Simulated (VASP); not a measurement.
# NaCl (Fm-3m) in VASP: notebook, part 2 of 2

VASP 6.6.1.

## (3) Single point, PBEsol

This run uses another cell than the first one, of 21.96 Å³/atom, 0.967 times its volume.

Contents of INCAR:

```
SYSTEM = NaCl
ALGO = Normal
EDIFF = 1E-7
ENCUT = 520
GGA = PS
ISIF = 2
ISMEAR = 0
LASPH = .True.
LCHARG = .False.
LREAL = .False.
LWAVE = .False.
NBANDS = 14
NELM = 60
PREC = Accurate
SIGMA = 0.02
```

Contents of KPOINTS:

```
k-points
0
Gamma
  8 8 8
  0 0 0
```

Contents of POSCAR:

```
NaCl
1.0
    0.0000000000      2.8002695514      2.8002695514
    2.8002695514      0.0000000000      2.8002695514
    2.8002695514      2.8002695514      0.0000000000
Na Cl
1 1
Direct
    0.0000000000      0.0000000000      0.0000000000
    0.5000000000      0.5000000000      0.5000000000
```

Potentials or basis: VASP PAW PBE potentials, release 64 (Na_pv, Cl).

On the command line:

```
$ cat potpaw_PBE.64/Na_pv/POTCAR potpaw_PBE.64/Cl/POTCAR > POTCAR
$ mpirun -np 1 vasp_std > vasp.out
```

OUTCAR:

```text
SYSTEM = NaCl
   EDIFF = 1E-7
   ENCUT = 520
   GGA = PS
   ISIF = 2
   ISMEAR = 0
   LASPH = .True.
   LREAL = .False.
   NELM = 60
   PREC = Accurate

 ion  position               nearest neighbor table
   1  0.000  0.000  0.000-
   2  0.500  0.500  0.500-

  LATTYP: Found a face centered cubic cell.
 ALAT       =     5.6005391028

  Lattice vectors:

 A1 = (   0.0000000000,   2.8002695514,   2.8002695514)
 A2 = (   2.8002695514,   0.0000000000,   2.8002695514)
 A3 = (   2.8002695514,   2.8002695514,   0.0000000000)

Analysis of symmetry for initial positions (statically):
=====================================================================
 Subroutine PRICEL returns:
 Original cell was already a primitive cell.

 Routine SETGRP: Setting up the symmetry group for a
 face centered cubic supercell.

 Subroutine GETGRP returns: Found 48 space group operations
 (whereof 48 operations were pure point group operations)
 out of a pool of 48 trial point group operations.

The static configuration has the point symmetry O_h .

Analysis of symmetry for dynamics (positions and initial velocities):
=====================================================================
 Subroutine PRICEL returns:
 Original cell was already a primitive cell.

 Routine SETGRP: Setting up the symmetry group for a
 face centered cubic supercell.

 Subroutine GETGRP returns: Found 48 space group operations
 (whereof 48 operations were pure point group operations)
 out of a pool of 48 trial point group operations.

The dynamic configuration has the point symmetry O_h .

 Subroutine INISYM returns: Found 48 space group operations
 (whereof 48 operations are pure point group operations),
 and found     1 'primitive' translations

----------------------------------------------------------------------------------------
[... 115 lines left out ...]
  Fermi-wavevector in a.u.,A,eV,Ry     =   1.118341  2.113359 17.016631  1.250687
  Thomas-Fermi vector in A             =   2.254972
   LORBIT       =      0    0 simple, 1 ext, 2 COOP (PROOUT), +10 PAW based schemes
   GGA     = PS    functional components
   LHFCALC =     F    Hartree Fock is set to
   AEXX    =    0.0000 exact exchange contribution
   IVDW    =     0    specifies the selected vdW correction
   LEPSILON=     F    determine dielectric tensor
   LRPA    =     F    only Hartree local field effects (RPA)
 non-spin polarized calculation
 Gauss-broadening in eV      SIGMA  =   0.02
  energy-cutoff  :      520.00
  volume of cell :       43.92
 maximum number of plane-waves:      1243
 NGX is ok and might be reduce to    30
   NGX = 15   NGY = 15   NGZ = 15

 number of electron      14.0000004 magnetization

 Free energy of the ion-electron system (eV)
  ---------------------------------------------------
  ext. energy  EPLUGINS =         0.00000000
  ---------------------------------------------------
  free energy    TOTEN  =        -6.99827538 eV

  energy without entropy =       -6.99827538  energy(sigma->0) =       -6.99827538

 E-fermi :  -0.5505     XC(G=0):  -8.4265

 val. band max:       -0.6622048567   @ k =   0.0000   0.0000   0.0000
 cond. band min:       4.3476992157   @ k =   0.0000   0.0000   0.0000
 fundamental gap:      5.0099040724
 Fermi energy:        -0.5504733097

 k-point     1 :       0.0000    0.0000    0.0000
  band No.  band energies     occupation
      1     -21.2742      2.00000
      2     -21.2742      2.00000
      3     -21.2742      2.00000
      4     -13.3554      2.00000
      5      -0.6622      2.00000
      6      -0.6622      2.00000
      7      -0.6622      2.00000
      8       4.3477      0.00000
      9      10.3554      0.00000
     10      10.3554      0.00000
     11      10.3554      0.00000
     12      12.6038      0.00000
     13      12.6038      0.00000
     14      14.0124      0.00000
[... 377 lines left out ...]
      1     -21.3014      2.00000
      2     -21.2835      2.00000
      3     -21.2792      2.00000
      4     -12.9528      2.00000
      5      -2.4118      2.00000
      6      -1.4751      2.00000
      7      -1.0997      2.00000
      8       7.5372      0.00000
      9       8.8824      0.00000
     10       9.5196      0.00000
     11      11.0383      0.00000
     12      13.6688      0.00000
     13      14.9854      0.00000
     14      16.0651      0.00000

 [... further k-points ...]
[... 5 lines left out ...]
  --------------------------------------------------------------------------------------
  -------------------------------------------------------------------------------------
  Total        0.0108583      0.0108583      0.0108583      0.0000000     -0.0000000      0.0000000
  in kB        0.3961350      0.3961350      0.3961350      0.0000000     -0.0000000      0.0000000
  external PRESSURE =       0.3961350 kB  Pullay stress =       0.0000000 kB

 VOLUME and BASIS-vectors are now :
 -----------------------------------------------------------------------------
  energy-cutoff  :      520.00
  volume of cell :       43.92
      direct lattice vectors                 reciprocal lattice vectors
     0.000000000  2.800269551  2.800269551    -0.178554239  0.178554239  0.178554239
     2.800269551  0.000000000  2.800269551     0.178554239 -0.178554239  0.178554239
     2.800269551  2.800269551  0.000000000     0.178554239  0.178554239 -0.178554239

 POSITION                                       TOTAL-FORCE (eV/Angst)
 -----------------------------------------------------------------------------------
      0.00000      0.00000      0.00000        -0.000000      0.000000     -0.000000
      2.80027      2.80027      2.80027         0.000000     -0.000000      0.000000
 -----------------------------------------------------------------------------------
    total drift:                               -0.000000      0.000000      0.000000

  FREE ENERGIE OF THE ION-ELECTRON SYSTEM (eV)
  ---------------------------------------------------
  free  energy   TOTEN  =        -6.9982753819 eV

  energy  without entropy=       -6.9982753819  energy(sigma->0) =       -6.99827538
```

OSZICAR:

```text
N       E                     dE             d eps       ncg     rms          rms(c)
DAV:   1     0.961840609378E+02    0.96184E+02   -0.70691E+03   818   0.101E+03
DAV:   2     0.346814641016E+00   -0.95837E+02   -0.88506E+02   888   0.271E+02
DAV:   3    -0.704066962617E+01   -0.73875E+01   -0.73411E+01  1100   0.691E+01
DAV:   4    -0.715743173104E+01   -0.11676E+00   -0.11671E+00   950   0.952E+00
DAV:   5    -0.715985396313E+01   -0.24222E-02   -0.24220E-02  1054   0.138E+00    0.192E+00
DAV:   6    -0.700542483926E+01    0.15443E+00   -0.24928E-01   998   0.350E+00    0.137E+00
DAV:   7    -0.699491401092E+01    0.10511E-01   -0.61748E-02  1118   0.164E+00    0.931E-01
DAV:   8    -0.699835718048E+01   -0.34432E-02   -0.75189E-03   920   0.794E-01    0.285E-01
DAV:   9    -0.699824683691E+01    0.11034E-03   -0.20199E-04  1010   0.109E-01    0.170E-01
DAV:  10    -0.699828463475E+01   -0.37798E-04   -0.26150E-04   944   0.104E-01    0.552E-02
DAV:  11    -0.699827587862E+01    0.87561E-05   -0.17237E-05  1064   0.321E-02    0.170E-02
DAV:  12    -0.699827522404E+01    0.65458E-06   -0.27064E-06   950   0.108E-02    0.192E-03
DAV:  13    -0.699827542818E+01   -0.20415E-06   -0.10030E-07  1022   0.215E-03    0.161E-04
DAV:  14    -0.699827538192E+01    0.46261E-07   -0.32027E-09   592   0.436E-04
   1 F= -.69982754E+01 E0= -.69982754E+01  d E =-.184486E-17
```

stdout:

```text
POSCAR found type information on POSCAR NaCl
 POSCAR found :  2 types and       2 ions
 scaLAPACK will be used
 -----------------------------------------------------------------------------
|                                                                             |
|                                                                             |
|     You enforced a specific xc type in the INCAR file but a different       |
|     I HOPE YOU KNOW WHAT YOU ARE DOING!                                     |
|                                                                             |
 -----------------------------------------------------------------------------

 LDA part: xc-table for (Slater+PW92), standard interpolation
 POSCAR, INCAR and KPOINTS ok, starting setup
 FFT: planning ... GRIDC
 FFT: planning ... GRID_SOFT
 FFT: planning ... GRID
 WAVECAR not read
 entering main loop
```

Wall time 12 s (1 thread of AMD EPYC 7R13 (Zen 3), shared host); peak memory 0.13 GiB.

What came out:

```
Free energy            : -6.9983 eV
Pressure               : 0.0 GPa
Band gap on the k mesh : 5.01 eV, direct
```

Caveat: the PAW data sets were made with another functional, which shifts forces and pressure a little. A hybrid or GW would open this gap; PBEsol tends to underestimate it.

## (4) Relaxation of cell and atoms, PBEsol

Contents of INCAR:

```
PREC     = Accurate       # precision mode
ENCUT    = 600            # plane-wave cutoff, eV
EDIFF    = 1E-7           # SCF threshold, eV
ISMEAR   = 0              # smearing method
SIGMA    = 0.02           # smearing width, eV
LREAL    = F              # projectors in reciprocal space
LASPH    = T              # aspherical terms in the spheres
NELM     = 60             # most SCF steps
ALGO     = Normal         # electronic algorithm
ISIF     = 3              # what is computed and relaxed
LWAVE    = F              # write WAVECAR
LCHARG   = F              # write CHGCAR
GGA      = PS             # functional
IBRION   = 2              # ionic algorithm
NSW      = 100            # ionic steps
EDIFFG   = -0.005         # ionic threshold
```

Contents of KPOINTS:

```
Automatic mesh
0
Gamma
  8 8 8
```

Contents of POSCAR:

```
NaCl
1.0
    0.0000000000      2.8317500000      2.8317500000
    2.8317500000      0.0000000000      2.8317500000
    2.8317500000      2.8317500000      0.0000000000
Na Cl
1 1
Direct
    0.0000000000      0.0000000000      0.0000000000
    0.5000000000      0.5000000000      0.5000000000
```

Potentials or basis: VASP PAW PBE potentials, release 64 (Na_pv, Cl).

On the command line:

```
$ cat potpaw_PBE.64/Na_pv/POTCAR potpaw_PBE.64/Cl/POTCAR > POTCAR
$ mpirun -np 1 vasp_std > vasp.out
```

OUTCAR:

```text
PREC = Accurate
   ENCUT = 600
   EDIFF = 1E-7
   ISMEAR = 0
   LREAL = F
   LASPH = T
   NELM = 60
   ISIF = 3
   GGA = PS
   IBRION = 2
   NSW = 100
   EDIFFG = -0.005

 ion  position               nearest neighbor table
   1  0.000  0.000  0.000-
   2  0.500  0.500  0.500-

  LATTYP: Found a face centered cubic cell.
 ALAT       =     5.6635000000

  Lattice vectors:

 A1 = (   0.0000000000,   2.8317500000,   2.8317500000)
 A2 = (   2.8317500000,   0.0000000000,   2.8317500000)
 A3 = (   2.8317500000,   2.8317500000,   0.0000000000)

Analysis of symmetry for initial positions (statically):
=====================================================================
 Subroutine PRICEL returns:
 Original cell was already a primitive cell.

 Routine SETGRP: Setting up the symmetry group for a
 face centered cubic supercell.

 Subroutine GETGRP returns: Found 48 space group operations
 (whereof 48 operations were pure point group operations)
 out of a pool of 48 trial point group operations.

The static configuration has the point symmetry O_h .

Analysis of symmetry for dynamics (positions and initial velocities):
=====================================================================
 Subroutine PRICEL returns:
 Original cell was already a primitive cell.

 Routine SETGRP: Setting up the symmetry group for a
 face centered cubic supercell.

 Subroutine GETGRP returns: Found 48 space group operations
 (whereof 48 operations were pure point group operations)
 out of a pool of 48 trial point group operations.

The dynamic configuration has the point symmetry O_h .

 Subroutine INISYM returns: Found 48 space group operations
 (whereof 48 operations are pure point group operations),
 and found     1 'primitive' translations
[... 122 lines left out ...]
   AEXX    =    0.0000 exact exchange contribution
   IVDW    =     0    specifies the selected vdW correction
   LEPSILON=     F    determine dielectric tensor
   LRPA    =     F    only Hartree local field effects (RPA)
 conjugate gradient relaxation of ions
 non-spin polarized calculation
 Gauss-broadening in eV      SIGMA  =   0.02
  energy-cutoff  :      600.00
  volume of cell :       45.41
 maximum number of plane-waves:      1540
   NGX = 15   NGY = 15   NGZ = 15

--------------------------------------- Ionic step        1  -------------------------------------------

 number of electron      14.0000001 magnetization

 Free energy of the ion-electron system (eV)
  ---------------------------------------------------
  ext. energy  EPLUGINS =         0.00000000
  ---------------------------------------------------
  free energy    TOTEN  =        -6.99548076 eV

  energy without entropy =       -6.99548076  energy(sigma->0) =       -6.99548076

------------------------ aborting loop because EDIFF is reached ----------------------------------------

  FORCE on cell =-STRESS in cart. coord.  units (eV):
  Direction    XX          YY          ZZ          XY          YZ          ZX
  --------------------------------------------------------------------------------------
  -------------------------------------------------------------------------------------
  Total       -0.2118280     -0.2118280     -0.2118280     -0.0000000     -0.0000000      0.0000000
  in kB       -7.4730731     -7.4730731     -7.4730731     -0.0000000     -0.0000000      0.0000000
  external PRESSURE =      -7.4730731 kB  Pullay stress =       0.0000000 kB
[... 59 lines left out ...]
--------------------------------------- Ionic step        3  -------------------------------------------

 number of electron      14.0000009 magnetization

 Free energy of the ion-electron system (eV)
  ---------------------------------------------------
  ext. energy  EPLUGINS =         0.00000000
  ---------------------------------------------------
  free energy    TOTEN  =        -6.99883360 eV

  energy without entropy =       -6.99883360  energy(sigma->0) =       -6.99883360

 E-fermi :  -0.5995     XC(G=0):  -8.4121

 val. band max:       -0.6813914549   @ k =   0.0000   0.0000   0.0000
 cond. band min:       4.3165278334   @ k =   0.0000   0.0000   0.0000
 fundamental gap:      4.9979192884
 Fermi energy:        -0.5994613326

 k-point     1 :       0.0000    0.0000    0.0000
  band No.  band energies     occupation
      1     -21.2995      2.00000
      2     -21.2995      2.00000
      3     -21.2995      2.00000
      4     -13.3667      2.00000
      5      -0.6814      2.00000
      6      -0.6814      2.00000
      7      -0.6814      2.00000
      8       4.3165      0.00000
      9      10.3334      0.00000
     10      10.3334      0.00000
     11      10.3334      0.00000
[... 309 lines left out ...]
 k-point    24 :      -0.3750    0.2500    0.1250
  band No.  band energies     occupation
      1     -21.3263      2.00000
      2     -21.3087      2.00000
      3     -21.3044      2.00000
      4     -12.9679      2.00000
      5      -2.4221      2.00000
      6      -1.4898      2.00000
      7      -1.1163      2.00000
      8       7.5100      0.00000
      9       8.8504      0.00000
     10       9.4866      0.00000
     11      11.0073      0.00000

 [... further k-points ...]
[... 5 lines left out ...]
  --------------------------------------------------------------------------------------
  -------------------------------------------------------------------------------------
  Total       -0.0061349     -0.0061349     -0.0061349     -0.0000000     -0.0000000      0.0000000
  in kB       -0.2230912     -0.2230912     -0.2230912     -0.0000000     -0.0000000      0.0000000
  external PRESSURE =      -0.2230912 kB  Pullay stress =       0.0000000 kB
[... 17 lines left out ...]
  FREE ENERGIE OF THE ION-ELECTRON SYSTEM (eV)
  ---------------------------------------------------
  free  energy   TOTEN  =        -6.9988335971 eV

  energy  without entropy=       -6.9988335971  energy(sigma->0) =       -6.99883360

 reached required accuracy - stopping structural energy minimisation
```

OSZICAR:

```text
N       E                     dE             d eps       ncg     rms          rms(c)
DAV:   1     0.100629904269E+03    0.10063E+03   -0.79526E+03   638   0.141E+03
DAV:   2     0.133334710886E+01   -0.99297E+02   -0.91135E+02   741   0.290E+02
DAV:   3    -0.698667159890E+01   -0.83200E+01   -0.82657E+01   764   0.832E+01
[... 28 lines left out ...]
DAV:   5    -0.699883357709E+01    0.53354E-05   -0.21230E-05   716   0.446E-02    0.895E-03
DAV:   6    -0.699883363059E+01   -0.53496E-07   -0.11691E-06   734   0.185E-02    0.416E-03
DAV:   7    -0.699883378036E+01   -0.14977E-06   -0.26620E-07   650   0.533E-03    0.119E-03
DAV:   8    -0.699883357975E+01    0.20061E-06   -0.26741E-08   319   0.321E-03    0.174E-04
DAV:   9    -0.699883359708E+01   -0.17325E-07   -0.13576E-09   319   0.475E-04
   3 F= -.69988336E+01 E0= -.69988336E+01  d E =-.335284E-02
```

CONTCAR:

```text
NaCl
   1.00000000000000
    -0.0000000000000000    2.8032910532355886    2.8032910532355886
     2.8032910532355886   -0.0000000000000000    2.8032910532355886
     2.8032910532355886    2.8032910532355886    0.0000000000000000
  Na              Cl
     1     1
Direct
     0.0000000000000000    0.0000000000000000    0.0000000000000000
     0.5000000000000000    0.5000000000000000    0.5000000000000000

  0.00000000E+00  0.00000000E+00  0.00000000E+00
  0.00000000E+00  0.00000000E+00  0.00000000E+00
```

It took 24 s on 1 thread of AMD EPYC 7R13 (Zen 3), shared host; peak memory 0.15 GiB.

Results:

- Free energy: -6.9988 eV
- Relaxed volume: 22.03 Å³/atom
- Relaxed cell: a = 3.964 Å, b = 3.964 Å, c = 3.964 Å, α = 60.00°, β = 60.00°, γ = 60.00°
- Space group after relaxing (to 0.05 Å): Fm-3m (No. 225)
- Energy gained by relaxing: 1.7 meV/atom
- Ionic steps: 3
- Pressure after relaxing: 0.0 GPa
- Band gap on the k mesh: 5.00 eV, direct

The path:
```csv
step,energy change (eV),largest force (eV/Å),pressure (GPa),volume (Å³)
1,0.0000,0.0000,-0.75,45.41
2,-0.0025,0.0000,-0.39,44.72
3,-0.0034,0.0000,-0.02,44.06
```

Final structure:
```cif
data_structure
_symmetry_space_group_name_H-M 'P 1'
_symmetry_Int_Tables_number 1
_cell_length_a 3.9645
_cell_length_b 3.9645
_cell_length_c 3.9645
_cell_angle_alpha 60.000
_cell_angle_beta 60.000
_cell_angle_gamma 60.000
_cell_volume 44.06
loop_
_atom_site_label
_atom_site_type_symbol
_atom_site_fract_x
_atom_site_fract_y
_atom_site_fract_z
_atom_site_occupancy
Na1 Na 0.00000 0.00000 0.00000 1
Cl1 Cl 0.50000 0.50000 0.50000 1
```

Caveat: the PAW data sets were made with another functional, which shifts forces and pressure a little.
